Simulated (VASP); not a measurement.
Runs of VASP 6.6.1 on Al. The structure is that of space group Fd-3m (No. 227), or close to it. The cells are those of the table. 

```csv
cell,k mesh,gap on the mesh (eV),pressure (GPa)
"a = 4.207 Å, angles 60.0°, 2 atoms",10 × 10 × 10,none,0.0
"a = 4.207 Å, angles 60.0°, 2 atoms",15 × 15 × 15,none,0.1
"a = 4.316 Å, angles 60.0°, 2 atoms",10 × 10 × 10,none,(b)
"a = 4.150 Å, angles 60.0°, 2 atoms",10 × 10 × 10,none,1.9
"a = 4.091 Å, angles 60.0°, 2 atoms",10 × 10 × 10,none,(a)
```

Alike in all rows: task single point; level LDA; potentials or basis VASP PAW LDA potentials, release 64 (Al); no spin polarisation; cutoff (eV) 520; smearing fermi-dirac 0.1 eV.

Fill in the values left out.

(a) 4.2; (b) -2.7.

A gap of «none» marks levels without a gap at the run's occupations.
